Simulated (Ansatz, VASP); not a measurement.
# ZnSe in VASP and in Ansatz

```
CELL_PARAMETERS angstrom
4.14765 0.00000 0.00000
0.00000 4.14765 0.00000
0.00000 0.00000 5.69553
ATOMIC_POSITIONS crystal
Zn 0.00000 0.00000 0.00000
Zn 0.50000 0.50000 0.00000
Se 0.00000 0.50000 0.30434
Se 0.50000 0.00000 0.69566
```

Alike in both runs: task single point; functional PBEsol; k mesh 8 × 8 × 6; occupations gaussian, width 0.05 eV; no spin polarisation.

|  | VASP | Ansatz |
| --- | --- | --- |
| version | VASP 6.6.1 | Ansatz 0.2.0 |
| potentials or method | VASP PAW PBE potentials, release 64 (Zn, Se), cutoff 520 eV | scalar-relativistic, plane waves, PAW |
| valence electrons in the cell | 36 | 56 |

|  | VASP | Ansatz | Ansatz less VASP |
| --- | --- | --- | --- |
| gap on the k mesh at the Fermi level (eV) | 0.84 | 0.84 | -0.002 |
| least direct gap on the mesh (eV) | 0.84 | 0.84 | -0.002 |
| pressure (GPa) | -8.9 | -9.0 | -0.11 |
| traceless stress, the component that is largest in VASP (GPa) | -3.31 | -3.34 | -0.025 |
| rms of the force components (eV/Å) | 0.876 | 0.886 | +0.0100 |

VASP's potentials were made for PBE, not for PBEsol, and Ansatz warns of the same on its side. Atom by atom the forces differ by 0.010 eV/Å (rms over components). VASP's potentials hold 36 valence electrons a cell and Ansatz's 56, so a difference there can come from the potentials and not from the codes.
